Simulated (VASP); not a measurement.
# TiS2 in VASP: single point with RPBE

Aim: the single point of TiS2 with RPBE.

Everything below comes from runs of VASP 6.6.1. Logs are shortened: lines on timing, memory, paths and dates and some standing lists are left out, and cuts for length are marked.

## Step 1: The cell of the first run

The cell holds a slab with vacuum, 6 atoms: a = 3.412 Å, b = 3.412 Å, c = 23.543 Å, α = 90.00°, β = 90.00°, γ = 120.00°.

## Step 2: Single point, RPBE (last atom moved by 0.08 Å along z)

Contents of INCAR:

```
SYSTEM = TiS2
GGA      = RP             ! functional
LDIPOL   = .True.       
IDIPOL   = 3            
DIPOL    = 0.5 0.5 0.501
ISMEAR   = 0              ! smearing method
SIGMA    = 0.04           ! smearing width, eV
LWAVE    = .False.        ! write WAVECAR
LCHARG   = .False.        ! write CHGCAR
ISIF     = 0              ! what is computed and relaxed
PREC     = Accurate       ! precision mode
LASPH    = .True.         ! aspherical terms in the spheres
LREAL    = .False.        ! projectors in reciprocal space
ALGO     = Normal         ! electronic algorithm
EDIFF    = 1E-6           ! SCF threshold, eV
NELM     = 120            ! most SCF steps
GGA_COMPAT= .False.      
ENCUT    = 620            ! plane-wave cutoff, eV
NELMDL   = -8           
NBANDS   = 52             ! bands
ADDGRID  = .False.
```

Contents of KPOINTS:

```
Automatic mesh
0
Gamma
  18 18 1
  0 0 0
```

Contents of POSCAR:

```
TiS2
1.0
    3.4120005726      0.0000000000      0.0000000000
   -1.7060002863      2.9548791736      0.0000000000
    0.0000000000      0.0000000000     23.5425000000
S Ti
4 2
Direct
    0.6666666700      0.3333333300      0.3185727900
    0.3333333300      0.6666666700      0.4395242600
    0.6666666700      0.3333333300      0.5604757400
    0.3333333300      0.6666666700      0.6814272100
    0.0000000000      0.0000000000      0.3790485300
    0.0000000000      0.0000000000      0.6243495800
```

Potentials or basis: VASP PAW PBE potentials, release 64 (S, Ti_sv).

The run is started by

```bash
> cat potpaw_PBE.64/S/POTCAR potpaw_PBE.64/Ti_sv/POTCAR > POTCAR
> mpirun -np 1 vasp_std > vasp.out
```

OUTCAR:

```text
SYSTEM = TiS2
   GGA = RP
   ISMEAR = 0
   ISIF = 0
   PREC = Accurate
   LASPH = .True.
   LREAL = .False.
   EDIFF = 1E-6
   NELM = 120
   ENCUT = 620
   NELMDL = -8

 ion  position               nearest neighbor table
   1  0.667  0.333  0.319-   5 2.43   5 2.43   5 2.43
   2  0.333  0.667  0.440-   5 2.43   5 2.43   5 2.43
   3  0.667  0.333  0.560-   6 2.48   6 2.48   6 2.48
   4  0.333  0.667  0.681-   6 2.38   6 2.38   6 2.38
   5  0.000  0.000  0.379-   2 2.43   2 2.43   2 2.43   1 2.43   1 2.43   1 2.43
   6  0.000  0.000  0.624-   4 2.38   4 2.38   4 2.38   3 2.48   3 2.48   3 2.48

  LATTYP: Found a hexagonal cell.
 ALAT       =     3.4120005726
 C/A-ratio  =     6.8999109171

  Lattice vectors:

 A1 = (   3.4120005726,   0.0000000000,   0.0000000000)
 A2 = (  -1.7060002863,   2.9548791736,   0.0000000000)
 A3 = (   0.0000000000,   0.0000000000,  23.5425000000)

Analysis of symmetry for initial positions (statically):
=====================================================================
 Subroutine PRICEL returns:
 Original cell was already a primitive cell.

 Routine SETGRP: Setting up the symmetry group for a
 hexagonal supercell.

 Subroutine GETGRP returns: Found  6 space group operations
 (whereof  6 operations were pure point group operations)
 out of a pool of 24 trial point group operations.

The static configuration has the point symmetry C_3v.

Analysis of symmetry for dynamics (positions and initial velocities):
=====================================================================
 Subroutine PRICEL returns:
 Original cell was already a primitive cell.

 Routine SETGRP: Setting up the symmetry group for a
 hexagonal supercell.

 Subroutine GETGRP returns: Found  6 space group operations
 (whereof  6 operations were pure point group operations)
 out of a pool of 24 trial point group operations.

The dynamic configuration has the point symmetry C_3v.

 Subroutine INISYM returns: Found  6 space group operations
 (whereof  6 operations are pure point group operations),
 and found     1 'primitive' translations

----------------------------------------------------------------------------------------

                                     Primitive cell

  volume of cell :     237.3566

  direct lattice vectors                    reciprocal lattice vectors
     3.412000573  0.000000000  0.000000000     0.293083186  0.169211657  0.000000000
    -1.706000286  2.954879174  0.000000000     0.000000000  0.338423313  0.000000000
     0.000000000  0.000000000 23.542500000     0.000000000  0.000000000  0.042476373

  length of vectors
     3.412000573  3.412000573 23.542500000     0.338423313  0.338423313  0.042476373

  position of ions in fractional coordinates (direct lattice)
     0.666666670  0.333333330  0.318572790
     0.333333330  0.666666670  0.439524260
     0.666666670  0.333333330  0.560475740
     0.333333330  0.666666670  0.681427210
     0.000000000  0.000000000  0.379048530
     0.000000000  0.000000000  0.624349580

  ion indices of the primitive-cell ions
   primitive index   ion index
                 1           1
                 2           2
                 3           3
                 4           4
                 5           5
                 6           6

----------------------------------------------------------------------------------------

 KPOINTS: Automatic mesh

Automatic generation of k-mesh.
 Grid dimensions read from file:
 generate k-points for:   18   18    1

 Generating k-lattice:

  Cartesian coordinates                     Fractional coordinates (reciprocal lattice)
     0.016282399  0.009400648  0.000000000     0.055555556  0.000000000  0.000000000
     0.000000000  0.018801295  0.000000000     0.000000000  0.055555556  0.000000000
     0.000000000  0.000000000  0.042476373     0.000000000  0.000000000  1.000000000

  Length of vectors
     0.018801295  0.018801295  0.042476373

  Shift w.r.t. Gamma in fractional coordinates (k-lattice)
     0.000000000  0.000000000  0.000000000

 Subroutine IBZKPT returns following result:
 ===========================================

 Found     37 irreducible k-points:

 Following reciprocal coordinates:
            Coordinates               Weight
  0.000000  0.000000  0.000000      1.000000
  0.055556  0.000000  0.000000      6.000000
  0.111111  0.000000  0.000000      6.000000
  0.166667 -0.000000  0.000000      6.000000
  0.222222  0.000000  0.000000      6.000000
  0.277778  0.000000  0.000000      6.000000
[... 16 lines left out ...]
  0.333333  0.111111  0.000000     12.000000
  0.388889  0.111111  0.000000     12.000000
 [... further k-points ...]
   k-points           NKPTS =     37   k-points in BZ     NKDIM =     37   number of bands    NBANDS=     52
   number of dos      NEDOS =    301   number of ions     NIONS =      6
   total plane-waves  NPLWV = 150528
   dimension x,y,z NGX =    28 NGY =   28 NGZ =  192
   dimension x,y,z NGXF=    56 NGYF=   56 NGZF=  384
   ions per type =               4   2
   NGX,Y,Z   is equivalent  to a cutoff of  13.64, 13.64, 13.56 a.u.
   NGXF,Y,Z  is equivalent  to a cutoff of  27.29, 27.29, 27.12 a.u.
 SYSTEM =  TiS2
   PREC   = accura    normal or accurate (medium, high low for compatibility)
   ISTART =      0    job   : 0-new  1-cont  2-samecut
   ICHARG =      2    charge: 1-file 2-atom 10-const
   ISPIN  =      1    spin polarized calculation?
   LNONCOLLINEAR =      F non collinear calculations
   LSORBIT =      F    spin-orbit coupling
   LASPH  =      T    aspherical Exc in radial PAW
   ENCUT  =  620.0 eV  45.57 Ry    6.75 a.u.   6.93  6.93 47.80*2*pi/ulx,y,z
   NELM   =    120;   NELMIN=  2; NELMDL= -8     # of ELM steps
   EDIFF  = 0.1E-05   stopping-criterion for ELM
   LREAL  =      F    real-space projection
   EDIFFG = 0.1E-04   stopping-criterion for IOM
   NSW    =      0    number of steps for IOM
   IBRION =     -1    ionic relax: 0-MD 1-quasi-New 2-CG
   NFREE  =      0    steps in history (QN), initial steepest desc. (CG)
   ISIF   =      0    stress and relaxation
   ISYM   =      2    0-nonsym 1-usesym 2-fastsym
   POTIM  = 0.5000    time-step for ionic-motion
   TEBEG  =    0.0;   TEEND  =   0.0 temperature during run

   SCALEE = 1.0000    scale energy and forces
   PSTRESS=    0.0 pullay stress
   NELECT =      48.0000    total number of electrons
   NUPDOWN=      -1.0000    fix difference up-down
   EMIN   =  10.00;   EMAX   =-10.00  energy-range for DOS
   EFERMI =   0.00;   METHOD = LEGACY
   ISMEAR =     0;   SIGMA  =   0.04  broadening in eV -4-tet -1-fermi 0-gaus
   EFERMI_NEDOS =   21; number of points for ismear=-14 and -15
   IALGO  =     38    algorithm
   IMIX   =      4    mixing-type and parameters
     AMIX     =   0.40;   BMIX     =  1.00
     AMIX_MAG =   1.60;   BMIX_MAG =  1.00
  volume/ion in A,a.u.               =      39.56       266.96
  Fermi-wavevector in a.u.,A,eV,Ry     =   0.960922  1.815879 12.563225  0.923371
  Thomas-Fermi vector in A             =   2.090249
   LORBIT       =      0    0 simple, 1 ext, 2 COOP (PROOUT), +10 PAW based schemes
   GGA     = RP    functional components
   LHFCALC =     F    Hartree Fock is set to
   AEXX    =    0.0000 exact exchange contribution
   IVDW    =     0    specifies the selected vdW correction
   LEPSILON=     F    determine dielectric tensor
   LRPA    =     F    only Hartree local field effects (RPA)

   CSHIFT  =0.1000    complex shift for real part using Kramers Kronig

   OMEGAMAX=  -1.0    maximum frequency
 non-spin polarized calculation
 Gauss-broadening in eV      SIGMA  =   0.04
  energy-cutoff  :      620.00
  volume of cell :      237.36
 maximum number of plane-waves:      8356
 NGX is ok and might be reduce to    28
   NGX = 13   NGY = 13   NGZ = 95

 added-field ion interaction         -0.053795 eV  (added to PSCEN)

 number of electron      47.9999997 magnetization

 DIPCOR: dipole corrections for dipol
 direction  3 min pos     1,
 dipolmoment           0.000000      0.000000     -0.017491 electrons x Angstroem
 Tr[quadrupol]       -53.837024

 energy correction for charged system         0.000000 eV

 dipol+quadrupol energy correction           -0.000117 eV

 added-field ion interaction          0.012801 eV  (added to PSCEN)

 Free energy of the ion-electron system (eV)
  ---------------------------------------------------
  ext. energy  EPLUGINS =         0.00000000
  ---------------------------------------------------
  free energy    TOTEN  =       -37.77763130 eV

  energy without entropy =      -37.77714463  energy(sigma->0) =      -37.77738796

 E-fermi :  -0.1942     XC(G=0):  -5.2725

 val. band max:       -0.2747900509   @ k =   0.0000   0.0000   0.0000
 cond. band min:      -0.1812190042   @ k =   0.5000  -0.0000   0.0000
 fundamental gap:      0.0935710468
 Fermi energy:        -0.1942410359

 k-point     1 :       0.0000    0.0000    0.0000
  band No.  band energies     occupation
      1     -58.1181      2.00000
      2     -58.0397      2.00000
      3     -34.2682      2.00000
      4     -34.2230      2.00000
      5     -34.2230      2.00000
      6     -34.1904      2.00000
[... 28 lines left out ...]
     35       4.7348      0.00000
     36       5.0335      0.00000

 k-point     2 :       0.0556    0.0000    0.0000
  band No.  band energies     occupation
      1     -58.1177      2.00000
      2     -58.0394      2.00000
      3     -34.2675      2.00000
      4     -34.2268      2.00000
      5     -34.2239      2.00000
      6     -34.1897      2.00000
[... 28 lines left out ...]
     35       4.7961      0.00000
     36       5.0942      0.00000

 k-point     3 :       0.1111    0.0000    0.0000
  band No.  band energies     occupation
      1     -58.1167      2.00000
      2     -58.0384      2.00000
      3     -34.2654      2.00000
      4     -34.2378      2.00000
      5     -34.2264      2.00000
      6     -34.1876      2.00000
[... 28 lines left out ...]
     35       4.9690      0.00000
     36       5.2668      0.00000
[... 742 lines left out ...]
 k-point    23 :       0.3333    0.1111    0.0000
  band No.  band energies     occupation
      1     -58.1075      2.00000
      2     -58.0291      2.00000
      3     -34.3312      2.00000
      4     -34.2569      2.00000
      5     -34.2483      2.00000
      6     -34.2453      2.00000
[... 28 lines left out ...]
     35       6.4186      0.00000
     36       6.8139      0.00000

 k-point    24 :       0.3889    0.1111    0.0000
  band No.  band energies     occupation
      1     -58.1065      2.00000
      2     -58.0282      2.00000
      3     -34.3404      2.00000
      4     -34.2600      2.00000
      5     -34.2575      2.00000
      6     -34.2433      2.00000
[... 28 lines left out ...]
     35       6.3145      0.00000
     36       6.6538      0.00000

 [... further k-points ...]

 [bands above 36 left out]

------------------------ aborting loop because EDIFF is reached ----------------------------------------

 vacuum level on the upper side and lower side of the slab       (xc-potential included)        -0.301         0.004

 VOLUME and BASIS-vectors are now :
 -----------------------------------------------------------------------------
  energy-cutoff  :      620.00
  volume of cell :      237.36
      direct lattice vectors                 reciprocal lattice vectors
     3.412000573  0.000000000  0.000000000     0.293083186  0.169211657  0.000000000
    -1.706000286  2.954879174  0.000000000     0.000000000  0.338423313  0.000000000
     0.000000000  0.000000000 23.542500000     0.000000000  0.000000000  0.042476373

 POSITION                                       TOTAL-FORCE (eV/Angst)
 -----------------------------------------------------------------------------------
      1.70600      0.98496      7.50000         0.000000      0.000000     -0.181974
     -0.00000      1.96992     10.34750         0.000000     -0.000000     -0.100520
      1.70600      0.98496     13.19500         0.000000     -0.000000      0.659360
     -0.00000      1.96992     16.04250        -0.000000      0.000000      0.774478
      0.00000      0.00000      8.92375        -0.000000      0.000000      0.008715
      0.00000      0.00000     14.69875        -0.000000      0.000000     -1.160059
 -----------------------------------------------------------------------------------
    total drift:                               -0.000000      0.000000     -0.000348

  FREE ENERGIE OF THE ION-ELECTRON SYSTEM (eV)
  ---------------------------------------------------
  free  energy   TOTEN  =       -37.7776312998 eV

  energy  without entropy=      -37.7771446281  energy(sigma->0) =      -37.77738796

 vacuum level on the upper side and lower side of the slab         5.152         5.462
```

It took 12 min on 1 thread of Intel Xeon 6975P-C (Granite Rapids), shared host; peak memory 0.64 GiB.

Results:

- Free energy: -37.7776 eV
- Largest force: 1.160 eV/Å
- Band gap on the k mesh: zero (bands 24 and 25 overlap by 0.02 eV)

Forces on the atoms (eV/Å):
```
S    0.000  0.000 -0.182
S    0.000  0.000 -0.101
S    0.000  0.000  0.659
S    0.000  0.000  0.774
Ti   0.000  0.000  0.009
Ti   0.000  0.000 -1.160
```

Levels at points of the mesh, in eV from the Fermi level:
| k point | band 22 | band 23 | band 24 | band 25 | band 26 | band 27 |
| --- | --- | --- | --- | --- | --- | --- |
| (0.00, 0.00, 0.00) | -0.08 | 0.03 | 0.03 | 0.40 | 0.40 | 0.49 |
| (0.50, 0.00, 0.00) | -1.60 | -1.51 | -1.32 | 0.01 | 0.14 | 1.43 |

Caveat: the cell differs from its parent crystal (last atom moved by 0.08 Å along z); the PAW data sets were made with another functional, which shifts forces and pressure a little.

The gap in the log of VASP goes by the Fermi energy; the results here count the filled bands.